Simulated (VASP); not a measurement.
# NaH (I4/mmm) in VASP: a series of runs, part 2 of 2

VASP 6.6.1. The steps go on from the part before.

**3. Single point, PBEsol (film at in-plane strain -0.02)**

The input, INCAR:

```
PREC = Accurate ; ENCUT = 500
EDIFF = 1E-6 ; ISMEAR = 0
SIGMA = 0.01 ; LREAL = F
LASPH = T ; NELM = 120
ALGO = Normal ; ISIF = 2
LWAVE = F ; LCHARG = F
GGA = PS ; NBANDS = 11
GGA_COMPAT = F
```

The input, KPOINTS:

```
regular mesh
0
Gamma
  8 8 8
```

The input, POSCAR:

```
NaH
1.0
    2.3477633088      2.3477633088      0.0000000000
   -2.3477633088      2.3477633088      0.0000000000
    0.0000000000      2.3477633088      2.4226658157
Na H
1 1
Direct
    0.0000000000      0.0000000000      0.0000000000
    0.5000000000      0.5000000000      0.0000000000
```

Potentials or basis: VASP PAW PBE potentials, release 64 (Na_pv, H).

Run with:

```console
$ cat potpaw_PBE.64/Na_pv/POTCAR potpaw_PBE.64/H/POTCAR > POTCAR
$ mpirun -np 1 vasp_std > vasp.out
```

OUTCAR:

```text
PREC = Accurate
   ENCUT = 500
   EDIFF = 1E-6
   ISMEAR = 0
   LREAL = F
   LASPH = T
   NELM = 120
   ISIF = 2
   GGA = PS

 ion  position               nearest neighbor table
   1  0.000  0.000  0.000-
   2  0.500  0.500  0.000-

  LATTYP: Found a body centered tetragonal cell.
 ALAT       =     3.3202387125
 C/A-ratio  =     1.4593323104

  Lattice vectors:

 A1 = (   2.3477633088,   0.0000000000,  -2.4226658157)
 A2 = (  -2.3477633088,   0.0000000000,  -2.4226658157)
[... 511 lines left out ...]
      5       5.6113      0.00000
      6       8.6512      0.00000
      7      13.3147      0.00000
      8      13.7992      0.00000
      9      16.5998      0.00000
     10      16.9665      0.00000
     11      18.9481      0.00000

 [... further k-points ...]
[... 5 lines left out ...]
  --------------------------------------------------------------------------------------
  -------------------------------------------------------------------------------------
  Total        0.1894713      0.1894713     -0.0156318      0.0000000      0.0000000      0.0000000
  in kB       11.3663719     11.3663719     -0.9377506      0.0000000      0.0000000      0.0000000
  external PRESSURE =       7.2649977 kB  Pullay stress =       0.0000000 kB

 VOLUME and BASIS-vectors are now :
 -----------------------------------------------------------------------------
  energy-cutoff  :      500.00
  volume of cell :       26.71
      direct lattice vectors                 reciprocal lattice vectors
     2.347763309  2.347763309  0.000000000     0.212968657  0.212968657 -0.206384222
    -2.347763309  2.347763309  0.000000000    -0.212968657  0.212968657 -0.206384222
     0.000000000  2.347763309  2.422665816     0.000000000  0.000000000  0.412768444

 POSITION                                       TOTAL-FORCE (eV/Angst)
 -----------------------------------------------------------------------------------
      0.00000      0.00000      0.00000        -0.000000     -0.000000      0.000000
      0.00000      2.34776      0.00000         0.000000      0.000000      0.000000
 -----------------------------------------------------------------------------------
    total drift:                                0.000000     -0.000000     -0.000000

  FREE ENERGIE OF THE ION-ELECTRON SYSTEM (eV)
  ---------------------------------------------------
  free  energy   TOTEN  =        -5.0815393091 eV

  energy  without entropy=       -5.0815393091  energy(sigma->0) =       -5.08153931
```

Run time: 24 s. Hardware: 1 thread of Intel Xeon 8259CL, shared host; peak memory 0.14 GiB.

What came out:

| Item | Value |
| --- | --- |
| Free energy | -5.0815 eV |
| Pressure | 0.7 GPa |
| Band gap on the k mesh | 3.62 eV, indirect (least direct gap 4.58 eV) |

Caveat: the cell differs from its parent crystal (film at in-plane strain -0.02); the PAW data sets were made with another functional, which shifts forces and pressure a little. A k mesh can miss the band edges.

**4. Single point, PBEsol (in-plane strain -0.01, then relaxed in part)**

The input, INCAR:

```
PREC     = Accurate       # precision mode
ENCUT    = 500            # plane-wave cutoff, eV
EDIFF    = 1E-6           # SCF threshold, eV
ISMEAR   = 0              # smearing method
SIGMA    = 0.01           # smearing width, eV
LREAL    = F              # projectors in reciprocal space
LASPH    = T              # aspherical terms in the spheres
NELM     = 120            # most SCF steps
ALGO     = Normal         # electronic algorithm
ISIF     = 2              # what is computed and relaxed
LWAVE    = F              # write WAVECAR
LCHARG   = T              # write CHGCAR
GGA      = PS             # functional
LELF     = T              # ELF
LVHAR    = T            
NBANDS   = 11             # bands
GGA_COMPAT= F
```

The input, KPOINTS:

```
Automatic mesh
0
Gamma
  8 8 8
```

The input, POSCAR:

```
NaH
1.0
    2.3717200773      2.3717200773      0.0000000000
   -2.3717200773      2.3717200773      0.0000000000
    0.0000000000      2.3717200773      2.4100509068
Na H
1 1
Direct
    0.0000000000      0.0000000000      0.0000000000
    0.5000000000      0.5000000000      0.0000000000
```

Run with:

```console
$ cat potpaw_PBE.64/Na_pv/POTCAR potpaw_PBE.64/H/POTCAR > POTCAR
$ mpirun -np 1 vasp_std > vasp.out
```

Wall time 24 s (1 thread of Intel Xeon 8259CL, shared host); peak memory 0.14 GiB.

The run converged. Its results:

- Free energy: -5.0847 eV
- Pressure: 0.3 GPa
- Band gap on the k mesh: 3.61 eV, indirect (least direct gap 4.54 eV)

Stress tensor (GPa, compression positive):
```
 0.50  0.00  0.00
 0.00  0.50  0.00
 0.00  0.00 -0.10
```

Levels at points of the mesh, in eV from the valence-band top:
| k point | band 2 | band 3 | band 4 | band 5 | band 6 | band 7 |
| --- | --- | --- | --- | --- | --- | --- |
| (0.00, 0.00, 0.00) | -21.94 | -21.94 | -3.85 | 10.75 | 15.62 | 15.71 |
| (0.50, 0.00, 0.00) | -21.96 | -21.96 | -0.93 | 3.61 | 10.88 | 13.33 |
| (0.50, 0.50, 0.00) | -21.99 | -21.98 | -0.18 | 4.54 | 9.85 | 10.65 |
| (0.00, 0.00, 0.50) | -21.98 | -21.98 | -0.26 | 4.34 | 10.01 | 10.87 |

Caveat: the cell differs from its parent crystal (in-plane strain -0.01, then relaxed in part); the PAW data sets were made with another functional, which shifts forces and pressure a little.

**5. Single point, PBEsol (in-plane strain -0.005, then relaxed in part)**

The input, INCAR:

```
SYSTEM = NaH
PREC = Accurate
ENCUT = 500
EDIFF = 1E-6
ISMEAR = 0
SIGMA = 0.01
LREAL = .False.
LASPH = .True.
NELM = 120
ALGO = Normal
ISIF = 2
LWAVE = .False.
LCHARG = .False.
GGA = PS
NBANDS = 11
GGA_COMPAT = .False.
```

The input, KPOINTS:

```
regular mesh
0
Gamma
  8 8 8
  0 0 0
```

The input, POSCAR:

```
NaH
1.0
    2.3836984615      2.3836984615      0.0000000000
   -2.3836984615      2.3836984615      0.0000000000
    0.0000000000      2.3836984615      2.4028638763
Na H
1 1
Direct
    0.0000000000      0.0000000000      0.0000000000
    0.5000000000      0.5000000000      0.0000000000
```

Run with:

```console
$ cat potpaw_PBE.64/Na_pv/POTCAR potpaw_PBE.64/H/POTCAR > POTCAR
$ mpirun -np 1 vasp_std > vasp.out
```

Run time: 34 s. Hardware: 1 thread of Intel Xeon 8259CL, shared host; peak memory 0.16 GiB.

Results (log left out):

```yaml
Free_energy: -5.0855 eV
Pressure: 0.1 GPa
Band_gap_on_the_k_mesh: 3.61 eV, indirect (least direct gap 4.53 eV)
```

Stress tensor (GPa, compression positive):
```
 0.21  0.00  0.00
 0.00  0.21  0.00
 0.00  0.00 -0.08
```

Levels at points of the mesh, in eV from the valence-band top:
| k point | band 1 | band 2 | band 3 | band 4 | band 5 | band 6 | band 7 | band 8 | band 9 |
| --- | --- | --- | --- | --- | --- | --- | --- | --- | --- |
| (0.00, 0.00, 0.00) | -21.95 | -21.95 | -21.95 | -3.83 | 10.70 | 15.60 | 15.65 | 15.65 | 16.66 |
| (0.50, 0.00, 0.00) | -22.06 | -21.97 | -21.96 | -0.92 | 3.61 | 10.85 | 13.36 | 13.48 | 16.46 |
| (0.50, 0.50, 0.00) | -22.05 | -21.99 | -21.99 | -0.18 | 4.50 | 9.86 | 10.65 | 10.66 | 12.02 |
| (0.00, 0.00, 0.50) | -22.05 | -21.99 | -21.99 | -0.23 | 4.40 | 9.94 | 10.76 | 10.76 | 12.06 |

Caveat: the cell differs from its parent crystal (in-plane strain -0.005, then relaxed in part); the PAW data sets were made with another functional, which shifts forces and pressure a little.

**6. Overview**

```tsv
cell	gap on the mesh (eV)	pressure (GPa)
a = 3.320, b = 3.320, c = 3.375 Å, angles 60.5, 60.5, 90.0°, 2 atoms	3.62	0.7
a = 3.320, b = 3.320, c = 3.374 Å, angles 60.5, 60.5, 90.0°, 2 atoms	3.62	0.7
a = 3.354, b = 3.354, c = 3.381 Å, angles 60.3, 60.3, 90.0°, 2 atoms	3.61	0.3
a = 3.371, b = 3.371, c = 3.385 Å, angles 60.1, 60.1, 90.0°, 2 atoms	3.61	0.1
```

Alike in all rows: task single point; level PBEsol; potentials or basis VASP PAW PBE potentials, release 64 (Na_pv, H); no spin polarisation; k mesh 8 × 8 × 8; cutoff (eV) 500; smearing gaussian 0.01 eV.

Caveats: the PAW data sets were made with another functional, which shifts forces and pressure a little.

Absolute energies hang on the potentials; compare differences alone.
